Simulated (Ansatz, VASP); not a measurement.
**Two plane-wave programs on Cu**

INCAR

```
PREC = Accurate
ENCUT = 520
EDIFF = 1E-6
ISMEAR = -1
SIGMA = 0.05
LREAL = False
LASPH = True
NELM = 60
ALGO = Normal
ISIF = 2
LWAVE = False
LCHARG = False
GGA = B5
ALDAX = 1.0
AGGAX = 1.0
AGGAC = 1.0
ALDAC = 0.0
NBANDS = 12
```

File KPOINTS:

```
regular mesh
0
Gamma
  3 15 2
```

The input POSCAR:

```
Cu
1.0
   11.5702540000      0.0000000000      0.0000000000
    0.0000000000      2.2382120000      0.0000000000
   -4.5956233005      0.0000000000     21.7433887645
Cu
1
Direct
    0.5000000000      0.5000000000      0.5000000000
```

Input for Ansatz:

```yaml
crystal:
  lattice:
    - [11.570254, 0.0, 0.0]
    - [0.0, 2.238212, 0.0]
    - [-4.595623300537409, 0.0, 21.743388764452558]
  atoms:
    - { symbol: Cu, position: [0.5, 0.5, 0.5] }
kpoints:
  mp_grid:
    grid: [3, 15, 2]
hamiltonian:
  xc: blyp
scf:
  occupations:
    method: fermi_dirac
    width: 0.05
output:
  forces: true
  stress: true
```

Alike in both runs: task single point; functional BLYP; k mesh 3 × 15 × 2; occupations fermi-dirac, width 0.05 eV; no spin polarisation.

```csv
,VASP,Ansatz
version,VASP 6.6.1,Ansatz 0.2.0
potentials or method,"VASP PAW PBE potentials, release 64 (Cu)","plane waves, PAW"
plane-wave cutoff (eV),520,420
valence electrons in the cell,11,19
```

```tsv
	VASP	Ansatz	Ansatz less VASP
pressure (GPa)	0.1	0.1	-0.01
traceless stress, the component that is largest in VASP (GPa)	0.26	0.24	-0.017
```

VASP's potentials were made for PBE, not for BLYP. With one functional, cell and mesh, what is left measures potentials, basis and numerics. VASP's potentials hold 11 valence electrons a cell and Ansatz's 19, so a difference there can come from the potentials and not from the codes.
